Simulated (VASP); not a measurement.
The system is In3Se.

```xyz
4
Lattice="4.8038 0.0000 0.0000 0.0000 4.8038 0.0000 0.0000 0.0000 4.8038" Properties=species:S:1:pos:R:3 pbc="T T T"
In    0.0000    2.4019    2.4019
In    2.4019    0.0000    2.4019
In    2.4019    2.4019    0.0000
Se    0.0000    0.0000    0.0000
```

| Property | Result |
| --- | --- |
| Program | VASP 6.6.1 |
| Task | relaxation of cell and atoms |
| Functional | PBE |
| Dispersion | D3(BJ) |
| Potentials or basis | VASP PAW PBE potentials, release 64 (In_d, Se) |
| Cutoff | 600 eV |
| k mesh | 10 × 10 × 10 |
| Occupations | gaussian, width 0.1 eV |
| Spin | no spin polarisation |

At the start: pressure -2.1 GPa; volume 27.71 Å³/atom.

Question: Where does the relaxation end?

Answer: Over 3 steps the energy falls by 12.1 meV/atom and the volume is 26.03 Å³/atom (-6.1 %); space group Pm-3m (No. 221, to 0.1 Å) before and after.

Step by step:
```tsv
step	energy change (eV)	largest force (eV/Å)	pressure (GPa)	volume (Å³)
1	0.0000	0.0000	-2.14	110.85
2	-0.0474	0.0000	-0.35	105.02
3	-0.0484	0.0000	-0.02	104.10
```

Final structure:
```cif
data_structure
_symmetry_space_group_name_H-M 'P 1'
_symmetry_Int_Tables_number 1
_cell_length_a 4.7042
_cell_length_b 4.7042
_cell_length_c 4.7042
_cell_angle_alpha 90.000
_cell_angle_beta 90.000
_cell_angle_gamma 90.000
_cell_volume 104.10
loop_
_atom_site_label
_atom_site_type_symbol
_atom_site_fract_x
_atom_site_fract_y
_atom_site_fract_z
_atom_site_occupancy
In1 In 0.00000 0.50000 0.50000 1
In2 In 0.50000 0.00000 0.50000 1
In3 In 0.50000 0.50000 0.00000 1
Se1 Se 0.00000 0.00000 0.00000 1
```
